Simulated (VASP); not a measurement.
Runs of VASP 6.6.1 on BaCaF4. The structure is that of space group P4/mmm (No. 123), or close to it. The cells are those of the table. 

```csv
task,level,cell,cutoff (eV),smearing,gap on the mesh (eV),pressure (GPa),largest force (eV/Å)
single point,r2SCAN,"a = 4.071, b = 4.071, c = 5.965 Å, 6 atoms",520,gaussian 0.01 eV,6.72,1.0,0.06
single point,PBE,"a = 4.127, b = 4.127, c = 6.001 Å, 6 atoms",520,fermi-dirac 0.02 eV,6.20,0.8,(a)
single point,r2SCAN,"a = 4.071, b = 4.071, c = 5.965 Å, 6 atoms",520,fermi-dirac 0.02 eV,6.72,1.0,0.06
single point,PBEsol,"a = 4.053, b = 4.053, c = 5.911 Å, 6 atoms",520,fermi-dirac 0.02 eV,6.16,1.0,(b)
single point,PBE,"a = 4.071, b = 4.071, c = 5.965 Å, 6 atoms",520,fermi-dirac 0.02 eV,6.22,3.1,-
relaxation of cell and atoms,PBE,"relaxed from a = 4.108, b = 4.108, c = 5.809 Å, 6 atoms",600,fermi-dirac 0.02 eV,6.14,0.0,-
```

Alike in all rows: potentials or basis VASP PAW PBE potentials, release 64 (Ca_sv, F, Ba_sv); no spin polarisation; k mesh 6 × 6 × 4.

Question: Estimate the missing entries.

Answer: (a) 0.07; (b) 0.08.

Caveats: spin-orbit coupling is left out, which moves the levels of the heavy elements; the PAW data sets were made with another functional, which shifts forces and pressure a little (some runs).

A k mesh can miss the band edges, and the runs leave out spin-orbit coupling on Ba.
